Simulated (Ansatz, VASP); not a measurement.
## One calculation of Mg4Se, two programs

```
Mg Se
1.0
    -5.10346    0.05491    0.06701
     0.06701    0.01117   -5.16897
     0.10981  -10.40304    0.02235
Mg Se
8 2
Direct
  0.69343 0.71781 0.84967
  0.70447 0.70064 0.35370
  0.28406 0.71160 0.65108
  0.30056 0.71298 0.14470
  0.71077 0.27538 0.64574
  0.71581 0.28357 0.14940
  0.28742 0.30202 0.84540
  0.30819 0.29212 0.35591
  0.00171 0.00346 0.50366
  0.99357 0.00042 0.00073
```

Change from the starting cell: cell x2, atoms moved at random (sigma 0.05 Å) and cell strained at random (1.5 %), then relaxed without symmetry.

Alike in both runs: task relaxation of cell and atoms; functional PBE; k mesh 4 × 4 × 2; occupations gaussian, width 0.2 eV; no spin polarisation.

|  | VASP | Ansatz |
| --- | --- | --- |
| version | VASP 6.6.1 | Ansatz 0.2.0 |
| potentials or method | VASP PAW PBE potentials, release 64 (Mg, Se), cutoff 600 eV | scalar-relativistic, plane waves, PAW |
| valence electrons in the cell | 28 | 112 |

|  | VASP | Ansatz | Ansatz less VASP |
| --- | --- | --- | --- |
| gap on the k mesh at the Fermi level, each at its own relaxed structure (eV) | none | none | - |
| relaxed volume (Å³/atom) | 26.74 | 26.80 | +0.055 |
| relaxed length of the cell vector where the two differ most in proportion (Å) | 5.065 | 5.105 | +0.0407 |

A gap of «none» marks a metal or a gap that the smearing closes. VASP's potentials hold 28 valence electrons a cell and Ansatz's 112, so a difference there can come from the potentials and not from the codes.
